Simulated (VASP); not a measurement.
## TlCuI3: single point with PBE

TlCuI3:

```
Tl Cu I
1.0
     5.72542    0.00000    0.00000
     0.00000    5.72542    0.00000
     0.00000    0.00000    5.72542
Tl Cu I
1 1 3
Direct
  0.50000 0.50000 0.50000
  0.00000 0.00000 0.00000
  0.50000 0.00000 0.00000
  0.00000 0.50000 0.00000
  0.00000 0.00000 0.50000
```

This cell differs from its parent crystal: volume scaled by 1.10.

```
Program                : VASP 6.6.1
Task                   : single point
Functional             : PBE
Potentials or basis    : VASP PAW PBE potentials, release 64 (Tl_d, Cu, I)
Cutoff                 : 520 eV
k mesh                 : 8 × 8 × 8
Occupations            : gaussian, width 0.1 eV
Spin                   : no spin polarisation
Dipole correction      : no
Further INCAR settings : ALGO = Normal; EDIFF = 1e-06; NBANDS = 30
```

| Property | Result |
| --- | --- |
| Pressure | -1.8 GPa |

Levels at points of the mesh, in eV from the Fermi level:
| k point | band 19 | band 20 | band 21 | band 22 | band 23 | band 24 | band 25 | band 26 | band 27 | band 28 |
| --- | --- | --- | --- | --- | --- | --- | --- | --- | --- | --- |
| (0.00, 0.00, 0.00) | -0.88 | -0.88 | -0.58 | -0.58 | -0.58 | 0.78 | 4.38 | 4.38 | 4.38 | 5.65 |
| (0.50, 0.00, 0.00) | -1.08 | -1.04 | -1.04 | -0.61 | -0.61 | 2.40 | 3.68 | 3.68 | 3.72 | 6.23 |
| (0.50, 0.50, 0.00) | -1.15 | -0.92 | -0.92 | 0.00 | 0.61 | 2.87 | 3.69 | 3.69 | 5.03 | 5.55 |
| (0.50, 0.50, 0.50) | 0.00 | 0.00 | 0.00 | 0.62 | 0.62 | 4.48 | 4.48 | 4.48 | 4.82 | 4.82 |

Run time: 2.2 min on 1 thread of Intel(R) Xeon(R) 6975P-C (Granite Rapids), on a shared host, peak memory 0.44 GiB.

Caveat: spin-orbit coupling is left out, which moves the levels of the heavy elements; an odd number of electrons without spin polarisation forces a metal; a magnetic or distorted state may lie lower; semilocal functionals often make such compounds metallic where correlation or magnetic order opens a gap, which also shifts bond lengths.
